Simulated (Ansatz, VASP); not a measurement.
**One calculation of Se, two programs**

The input POSCAR:

```
Se
1.0
   -1.7832761477      1.7832761477      1.7832761477
    1.7832761477     -1.7832761477      1.7832761477
    1.7832761477      1.7832761477     -1.7832761477
Se
1
Direct
    0.0000000000      0.0000000000      0.0000000000
```

INCAR.step1

```
SYSTEM = Se
PREC = Accurate
ENCUT = 520
ISMEAR = -1
SIGMA = 0.1
LREAL = .False.
LASPH = .True.
NELM = 60
NBANDS = 9
GGA = PE
ALGO = Normal
EDIFF = 1E-4
LWAVE = .True.
LCHARG = .False.
```

The input INCAR.step2:

```
SYSTEM = Se
PREC = Accurate
ENCUT = 520
EDIFF = 1E-7
ISMEAR = -1
SIGMA = 0.1
LREAL = .False.
LASPH = .True.
NELM = 60
ALGO = Normal
ISIF = 2
LWAVE = .False.
LCHARG = .False.
METAGGA = R2SCAN
LMIXTAU = .True.
NBANDS = 9
ISTART = 1
```

The input KPOINTS:

```
Automatic mesh
0
Gamma
  15 15 15
  0 0 0
```

Input for Ansatz:

```yaml
crystal:
  lattice:
    - [-1.7832761477, 1.7832761477, 1.7832761477]
    - [1.7832761477, -1.7832761477, 1.7832761477]
    - [1.7832761477, 1.7832761477, -1.7832761477]
  atoms:
    - { symbol: Se, position: [0.0, 0.0, 0.0] }
hamiltonian:
  xc: r2scan
  pseudopotentials:
    kind: paw
    azcp:
      Se: "pseudopotentials/Se.paw.azcp"
basis:
  ecutwfc: 500
  fft_grid_basis: typed
kpoints:
  mp_grid: { grid: [15, 15, 15], shift: [0, 0, 0] }
magnetization:
  spin_polarized: false
scf:
  occupations: { method: fermi_dirac, width: 0.1 }
  lower_state_search: "off"
output:
  stress: true
```

Alike in both runs: task single point; functional r2SCAN; k mesh 15 × 15 × 15; occupations fermi-dirac, width 0.1 eV; no spin polarisation.

```csv
,VASP,Ansatz
version,VASP 6.6.1,Ansatz 0.2.0
potentials or method,"VASP PAW PBE potentials, release 64 (Se), cutoff 520 eV","plane waves (500 eV) with PAW, scalar-relativistic"
valence electrons in the cell,6,16
```

Ansatz gave:

```
pressure (GPa) : -6.3
```

Question: Estimate VASP's values.

Answer: Pressure (GPa): -6.4.

VASP's potentials were made for PBE, not for r2SCAN. With one functional, cell and mesh, what is left measures potentials, basis and numerics. VASP's potentials hold 6 valence electrons a cell and Ansatz's 16, so a difference there can come from the potentials and not from the codes.
